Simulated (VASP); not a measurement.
Crystal: Ag.

```xyz
1
Lattice="0.0000 2.0828 2.0828 2.0828 0.0000 2.0828 2.0828 2.0828 0.0000" Properties=species:S:1:pos:R:3 pbc="T T T"
Ag    0.0000    0.0000    0.0000
```

Base run:

| Quantity | Value |
| --- | --- |
| Program | VASP 6.6.1 |
| Functional | r2SCAN |
| Potentials or basis | VASP PAW PBE potentials, release 64 (Ag) |
| Cutoff | 520 eV |
| k mesh | 11 × 11 × 11 |
| Occupations | fermi-dirac, width 0.05 eV |
| Spin | no spin polarisation |

Its results: pressure -4.0 GPa.

Question: After a change of settings the same cell gave: pressure 13.7 GPa. Which change was it?
A. functional from r2SCAN to PBE exchange alone; further incar settings from ALGO = Normal; EDIFF = 1e-07; NBANDS = 12 to ALGO = Fast; EDIFF = 1e-06; NBANDS = 12
B. further incar settings from ALGO = Normal; EDIFF = 1e-07; NBANDS = 12 to ALGO = Normal; EDIFF = 1e-06; NBANDS = 12; dispersion from none to D4
C. functional from r2SCAN to HF; k mesh from 11 × 11 × 11 to 6 × 6 × 6
D. functional from r2SCAN to revPBE; further incar settings from ALGO = Normal; EDIFF = 1e-07; NBANDS = 12 to ALGO = Normal; EDIFF = 1e-06; NBANDS = 12

Answer: C.

Caveats: some runs use coarse meshes; the PAW data sets were made with another functional, which shifts forces and pressure a little.
